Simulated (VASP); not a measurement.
InAs: single point with PBE

The system is InAs.

```
In As
1.0
     0.00000    3.03000    3.03000
     3.03000    0.00000    3.03000
     3.03000    3.03000    0.00000
In As
1 1
Direct
  0.00000 0.00000 0.00000
  0.25000 0.25000 0.25000
```

```json
{
 "Program": "VASP 6.6.1",
 "Task": "single point",
 "Functional": "PBE",
 "Potentials or basis": "VASP PAW PBE potentials, release 64 (In_d, As)",
 "Cutoff": "520 eV",
 "k mesh": "4 × 4 × 4",
 "Occupations": "gaussian, width 0.01 eV",
 "Spin": "no spin polarisation"
}
```

The pressure is 4.1 GPa and the band gap on the k mesh is zero (filled and empty bands touch).

Levels at points of the mesh, in eV from the Fermi level:
| k point | band 5 | band 6 | band 7 | band 8 | band 9 | band 10 | band 11 | band 12 | band 13 | band 14 |
| --- | --- | --- | --- | --- | --- | --- | --- | --- | --- | --- |
| (0.00, 0.00, 0.00) | -14.30 | -11.82 | -0.24 | 0.00 | 0.00 | 0.00 | 3.87 | 3.87 | 3.87 | 7.47 |
| (0.50, 0.00, 0.00) | -14.29 | -10.37 | -5.75 | -0.99 | -0.99 | 0.92 | 4.64 | 4.64 | 6.83 | 9.00 |
| (0.50, 0.50, 0.00) | -14.28 | -9.83 | -5.83 | -2.31 | -2.31 | 1.53 | 2.04 | 9.15 | 9.21 | 9.21 |

Wall time 15 s on 1 thread of Intel(R) Xeon(R) Platinum 8259CL CPU @ 2.50GHz (Skylake/Cascade Lake), on a shared host, peak memory 0.17 GiB.

Caveat: the k points lie up to 0.45 Å⁻¹ apart; spin-orbit coupling is left out, which moves the levels of the heavy elements.
